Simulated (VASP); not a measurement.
# Si (P6_3/mmc) in VASP: a series of runs

Runs on Si. Level: revPBE. Tasks: single point.

All numbers are computed with VASP 6.6.1; they aren't measurements. Logs are shortened: lines on timing, memory, paths and dates and some standing lists are left out, and cuts for length are marked.

### Step 1. The cell of the first run

The structure is hexagonal, space group P6_3/mmc (No. 194). Conventional cell: a = 2.745 Å, b = 2.745 Å, c = 4.627 Å, α = 90.00°, β = 90.00°, γ = 120.00°. Within 3.6 Å of Si (site symmetry -6m2) lie 12 Si at 2.75 to 2.80 Å.

### Step 2. Single point, revPBE (volume scaled by 1.04)

INCAR reads:

```
SYSTEM = Si
PREC = Accurate ; ENCUT = 520
EDIFF = 1E-6 ; ISMEAR = -1
SIGMA = 0.1 ; LREAL = .FALSE.
LASPH = .TRUE. ; NELM = 100
ALGO = Normal ; ISIF = 2
LWAVE = .FALSE. ; LCHARG = .FALSE.
GGA = RE ; NBANDS = 11
```

KPOINTS reads:

```
Automatic mesh
0
G
  15 15 8
  0 0 0
```

POSCAR reads:

```
Si
1.0
    2.7454481381      0.0000000000      0.0000000000
   -1.3727240691      2.3776278324      0.0000000000
    0.0000000000      0.0000000000      4.6270476226
Si
2
Direct
    0.3333333333      0.6666666667      0.2500000000
    0.6666666667      0.3333333333      0.7500000000
```

Potentials or basis: VASP PAW PBE potentials, release 64 (Si).

On the command line:

```console
> cat potpaw_PBE.64/Si/POTCAR > POTCAR
> mpirun -np 1 vasp_std > vasp.out
```

OUTCAR:

```text
SYSTEM = Si
   PREC = Accurate
   ENCUT = 520
   EDIFF = 1E-6
   ISMEAR = -1
   LREAL = .FALSE.
   LASPH = .TRUE.
   NELM = 100
   ISIF = 2
   GGA = RE

 ion  position               nearest neighbor table
   1  0.333  0.667  0.250-   2 2.80   2 2.80   2 2.80   2 2.80   2 2.80   2 2.80
   2  0.667  0.333  0.750-   1 2.80   1 2.80   1 2.80   1 2.80   1 2.80   1 2.80

  LATTYP: Found a hexagonal cell.
 ALAT       =     2.7454481381
 C/A-ratio  =     1.6853524051

  Lattice vectors:

 A1 = (   2.7454481381,   0.0000000000,   0.0000000000)
 A2 = (  -1.3727240691,   2.3776278324,   0.0000000000)
 A3 = (   0.0000000000,   0.0000000000,   4.6270476226)

Analysis of symmetry for initial positions (statically):
=====================================================================
 Subroutine PRICEL returns:
 Original cell was already a primitive cell.

 Routine SETGRP: Setting up the symmetry group for a
 hexagonal supercell.

 Subroutine GETGRP returns: Found 24 space group operations
 (whereof 12 operations were pure point group operations)
 out of a pool of 24 trial point group operations.

The static configuration has the point symmetry D_3d.
 The point group associated with its full space group is D_6h.

Analysis of symmetry for dynamics (positions and initial velocities):
=====================================================================
 Subroutine PRICEL returns:
 Original cell was already a primitive cell.

 Routine SETGRP: Setting up the symmetry group for a
 hexagonal supercell.

 Subroutine GETGRP returns: Found 24 space group operations
 (whereof 12 operations were pure point group operations)
 out of a pool of 24 trial point group operations.

The dynamic configuration has the point symmetry D_3d.
 The point group associated with its full space group is D_6h.

 Subroutine INISYM returns: Found 24 space group operations
 (whereof 12 operations are pure point group operations),
 and found     1 'primitive' translations

----------------------------------------------------------------------------------------

                                     Primitive cell

  volume of cell :      30.2038

  direct lattice vectors                    reciprocal lattice vectors
     2.745448138  0.000000000  0.000000000     0.364239261  0.210293635  0.000000000
    -1.372724069  2.377627832  0.000000000     0.000000000  0.420587270  0.000000000
     0.000000000  0.000000000  4.627047623     0.000000000  0.000000000  0.216120533

  length of vectors
     2.745448138  2.745448138  4.627047623     0.420587270  0.420587270  0.216120533

  position of ions in fractional coordinates (direct lattice)
     0.333333333  0.666666667  0.250000000
     0.666666667  0.333333333  0.750000000

  ion indices of the primitive-cell ions
   primitive index   ion index
                 1           1
                 2           2

----------------------------------------------------------------------------------------

 KPOINTS: Automatic mesh

Automatic generation of k-mesh.
 Grid dimensions read from file:
 generate k-points for:   15   15    8

 Generating k-lattice:

  Cartesian coordinates                     Fractional coordinates (reciprocal lattice)
     0.024282617  0.014019576  0.000000000     0.066666667  0.000000000  0.000000000
     0.000000000  0.028039151  0.000000000     0.000000000  0.066666667  0.000000000
     0.000000000  0.000000000  0.027015067     0.000000000  0.000000000  0.125000000

  Length of vectors
     0.028039151  0.028039151  0.027015067

  Shift w.r.t. Gamma in fractional coordinates (k-lattice)
     0.000000000  0.000000000  0.000000000

 Subroutine IBZKPT returns following result:
 ===========================================

 Found    135 irreducible k-points:

 Following reciprocal coordinates:
            Coordinates               Weight
  0.000000  0.000000  0.000000      1.000000
  0.066667  0.000000  0.000000      6.000000
  0.133333  0.000000  0.000000      6.000000
  0.200000 -0.000000  0.000000      6.000000
  0.266667  0.000000  0.000000      6.000000
  0.333333 -0.000000  0.000000      6.000000
[... 16 lines left out ...]
  0.333333  0.200000  0.000000     12.000000
  0.400000  0.200000  0.000000      6.000000
 [... further k-points ...]
   k-points           NKPTS =    135   k-points in BZ     NKDIM =    135   number of bands    NBANDS=     11
   number of dos      NEDOS =    301   number of ions     NIONS =      2
   total plane-waves  NPLWV =  14400
   dimension x,y,z NGX =    20 NGY =   20 NGZ =   36
   dimension x,y,z NGXF=    40 NGYF=   40 NGZF=   72
   ions per type =               2
   NGX,Y,Z   is equivalent  to a cutoff of  12.11, 12.11, 12.93 a.u.
   NGXF,Y,Z  is equivalent  to a cutoff of  24.22, 24.22, 25.87 a.u.
 SYSTEM =  Si
   PREC   = accura    normal or accurate (medium, high low for compatibility)
   ISTART =      0    job   : 0-new  1-cont  2-samecut
   ICHARG =      2    charge: 1-file 2-atom 10-const
   ISPIN  =      1    spin polarized calculation?
   LNONCOLLINEAR =      F non collinear calculations
   LSORBIT =      F    spin-orbit coupling
   LASPH  =      T    aspherical Exc in radial PAW
   ENCUT  =  520.0 eV  38.22 Ry    6.18 a.u.   5.10  5.10  8.60*2*pi/ulx,y,z
   NELM   =    100;   NELMIN=  2; NELMDL= -5     # of ELM steps
   EDIFF  = 0.1E-05   stopping-criterion for ELM
   LREAL  =      F    real-space projection
   EDIFFG = 0.1E-04   stopping-criterion for IOM
   NSW    =      0    number of steps for IOM
   IBRION =     -1    ionic relax: 0-MD 1-quasi-New 2-CG
   NFREE  =      0    steps in history (QN), initial steepest desc. (CG)
   ISIF   =      2    stress and relaxation
   ISYM   =      2    0-nonsym 1-usesym 2-fastsym
   POTIM  = 0.5000    time-step for ionic-motion
   TEBEG  =    0.0;   TEEND  =   0.0 temperature during run
   PSTRESS=    0.0 pullay stress
   NELECT =       8.0000    total number of electrons
   NUPDOWN=      -1.0000    fix difference up-down
   EMIN   =  10.00;   EMAX   =-10.00  energy-range for DOS
   EFERMI =   0.00;   METHOD = LEGACY
   ISMEAR =    -1;   SIGMA  =   0.10  broadening in eV -4-tet -1-fermi 0-gaus
   EFERMI_NEDOS =   21; number of points for ismear=-14 and -15
   IALGO  =     38    algorithm
   IMIX   =      4    mixing-type and parameters
     AMIX     =   0.40;   BMIX     =  1.00
     AMIX_MAG =   1.60;   BMIX_MAG =  1.00
  volume/ion in A,a.u.               =      15.10       101.91
  Fermi-wavevector in a.u.,A,eV,Ry     =   1.051359  1.986781 15.039284  1.105356
  Thomas-Fermi vector in A             =   2.186399
   LORBIT       =      0    0 simple, 1 ext, 2 COOP (PROOUT), +10 PAW based schemes
   GGA     = RE    functional components
   LHFCALC =     F    Hartree Fock is set to
   AEXX    =    0.0000 exact exchange contribution
   IVDW    =     0    specifies the selected vdW correction
   LEPSILON=     F    determine dielectric tensor
   LRPA    =     F    only Hartree local field effects (RPA)
 non-spin polarized calculation
  energy-cutoff  :      520.00
  volume of cell :       30.20
 maximum number of plane-waves:       831
   NGX = 11   NGY = 11   NGZ = 17

 number of electron       7.9999999 magnetization

 Free energy of the ion-electron system (eV)
  ---------------------------------------------------
  ext. energy  EPLUGINS =         0.00000000
  ---------------------------------------------------
  free energy    TOTEN  =        -9.37222806 eV

  energy without entropy =       -9.34368616  energy(sigma->0) =       -9.35795711

 E-fermi :   9.6740     XC(G=0): -11.0147

 val. band max:        9.6700261328   @ k =   0.2000   0.1333   0.2500
 cond. band min:       9.6750506044   @ k =   0.4000   0.1333   0.0000
 fundamental gap:      0.0050244715
 Fermi energy:         9.6740334620

 k-point     1 :       0.0000    0.0000    0.0000
  band No.  band energies     occupation
      1      -4.3968      2.00000
      2       1.7570      2.00000
      3       2.8585      2.00000
      4      18.0131      0.00000
      5      18.0131      0.00000
      6      19.4110      0.00000
      7      19.4110      0.00000
      8      19.7491      0.00000
      9      20.4725      0.00000
     10      22.2926      0.00000
     11      22.9846      0.00000

 k-point     2 :       0.0667    0.0000    0.0000
  band No.  band energies     occupation
      1      -4.2826      2.00000
      2       1.8700      2.00000
      3       2.9665      2.00000
      4      16.4354      0.00000
      5      17.2070      0.00000
      6      18.9706      0.00000
      7      19.6924      0.00000
      8      20.1855      0.00000
      9      21.2024      0.00000
     10      21.5162      0.00000
     11      22.3712      0.00000

 k-point     3 :       0.1333    0.0000    0.0000
  band No.  band energies     occupation
      1      -3.9403      2.00000
      2       2.2082      2.00000
      3       3.2903      2.00000
      4      13.9374      0.00000
      5      16.1024      0.00000
      6      18.0399      0.00000
      7      19.2643      0.00000
      8      19.3751      0.00000
      9      20.3346      0.00000
     10      21.8818      0.00000
     11      22.3006      0.00000

 k-point     4 :       0.2000   -0.0000    0.0000
  band No.  band energies     occupation
      1      -3.3712      2.00000
      2       2.7698      2.00000
      3       3.8288      2.00000
      4      11.4127      0.00000
      5      15.1336      0.00000
      6      16.6692      0.00000
      7      17.5640      0.00000
      8      17.8222      0.00000
      9      19.6464      0.00000
     10      21.5752      0.00000
     11      22.1892      0.00000
[... 239 lines left out ...]
 k-point    22 :       0.2667    0.2000    0.0000
  band No.  band energies     occupation
      1      -0.2188      2.00000
      2       5.8608      2.00000
      3       6.3920      2.00000
      4       6.7969      2.00000
      5       8.1350      2.00000
      6      12.2053      0.00000
      7      13.0209      0.00000
      8      13.7197      0.00000
      9      15.8906      0.00000
     10      22.1568      0.00000
     11      24.1384      0.00000

 k-point    23 :       0.3333    0.2000    0.0000
  band No.  band energies     occupation
      1       1.1052      2.00000
      2       4.4713      2.00000
      3       7.1629      2.00000
      4       7.7874      2.00000
      5       7.9979      2.00000
      6      10.3555      0.00219
      7      11.4045      0.00000
      8      13.4185      0.00000
      9      15.3665      0.00000
     10      21.9267      0.00000
     11      25.0310      0.00000

 k-point    24 :       0.4000    0.2000    0.0000
  band No.  band energies     occupation
      1       2.3611      2.00000
      2       3.0139      2.00000
      3       7.6699      2.00000
      4       8.5485      1.99997
      5       8.7890      1.99971
      6       8.9042      1.99909
      7      10.3410      0.00253
      8      13.3180      0.00000
      9      15.2087      0.00000
     10      21.8441      0.00000
     11      25.5932      0.00000

 [... further k-points ...]
[... 5 lines left out ...]
  --------------------------------------------------------------------------------------
  -------------------------------------------------------------------------------------
  Total       -0.7588116     -0.7588116     -0.4920867      0.0000000     -0.0000000     -0.0000000
  in kB      -40.2516292    -40.2516292    -26.1030435      0.0000000     -0.0000000     -0.0000000
  external PRESSURE =     -35.5354340 kB  Pullay stress =       0.0000000 kB

 VOLUME and BASIS-vectors are now :
 -----------------------------------------------------------------------------
  energy-cutoff  :      520.00
  volume of cell :       30.20
      direct lattice vectors                 reciprocal lattice vectors
     2.745448138  0.000000000  0.000000000     0.364239261  0.210293635  0.000000000
    -1.372724069  2.377627832  0.000000000     0.000000000  0.420587270  0.000000000
     0.000000000  0.000000000  4.627047623     0.000000000  0.000000000  0.216120533

 POSITION                                       TOTAL-FORCE (eV/Angst)
 -----------------------------------------------------------------------------------
     -0.00000      1.58509      1.15676         0.000000     -0.000000      0.000000
      1.37272      0.79254      3.47029        -0.000000      0.000000      0.000000
 -----------------------------------------------------------------------------------
    total drift:                               -0.000000      0.000000     -0.000000

  FREE ENERGIE OF THE ION-ELECTRON SYSTEM (eV)
  ---------------------------------------------------
  free  energy   TOTEN  =        -9.3722280590 eV

  energy  without entropy=       -9.3436861643  energy(sigma->0) =       -9.35795711
```

Wall time 14 s (1 thread of AMD EPYC 9R45 (Zen 5), shared host); peak memory 0.13 GiB.

Results:

* Free energy: -9.3722 eV
* Pressure: -3.6 GPa
* Band gap on the k mesh: zero (band 4 reaches 18.01 eV, above the bottom of band 5 at 6.24 eV)

Caveat: the PAW data sets were made with another functional, which shifts forces and pressure a little.

### Step 3. Single point, revPBE (volume scaled by 1.08)

INCAR: that of step 2 with these lines changed.

```diff
@@ -4,3 +4,3 @@
 SIGMA = 0.1 ; LREAL = .FALSE.
-LASPH = .TRUE. ; NELM = 100
+LASPH = .TRUE. ; NELM = 60
 ALGO = Normal ; ISIF = 2
```

KPOINTS is that of step 2.

POSCAR reads:

```
Si
1.0
    2.7802043359      0.0000000000      0.0000000000
   -1.3901021679      2.4077275826      0.0000000000
    0.0000000000      0.0000000000      4.6856240641
Si
2
Direct
    0.3333333333      0.6666666667      0.2500000000
    0.6666666667      0.3333333333      0.7500000000
```

Potentials or basis: VASP PAW PBE potentials, release 64 (Si).

On the command line:

```console
> cat potpaw_PBE.64/Si/POTCAR > POTCAR
> mpirun -np 1 vasp_std > vasp.out
```

It took 18 s on 1 thread of AMD EPYC 9R45 (Zen 5), shared host; peak memory 0.14 GiB.

It converged, with:

| Item | Value |
| --- | --- |
| Free energy | -9.3377 eV |
| Pressure | -5.9 GPa |
| Band gap on the k mesh | zero (band 4 reaches 17.23 eV, above the bottom of band 5 at 5.80 eV) |

Stress tensor (GPa, compression positive):
```
-6.43  0.00  0.00
 0.00 -6.43  0.00
 0.00  0.00 -4.91
```

Levels at points of the mesh, in eV from the Fermi level:
| k point | band 1 | band 2 | band 3 | band 4 | band 5 | band 6 | band 7 | band 8 |
| --- | --- | --- | --- | --- | --- | --- | --- | --- |
| (0.00, 0.00, 0.00) | -13.72 | -7.79 | -6.56 | 8.05 | 8.05 | 9.49 | 9.49 | 9.68 |
| (0.00, 0.00, 0.50) | -12.08 | -12.08 | 0.68 | 0.68 | 9.22 | 9.22 | 9.22 | 9.22 |

Caveat: the PAW data sets were made with another functional, which shifts forces and pressure a little.
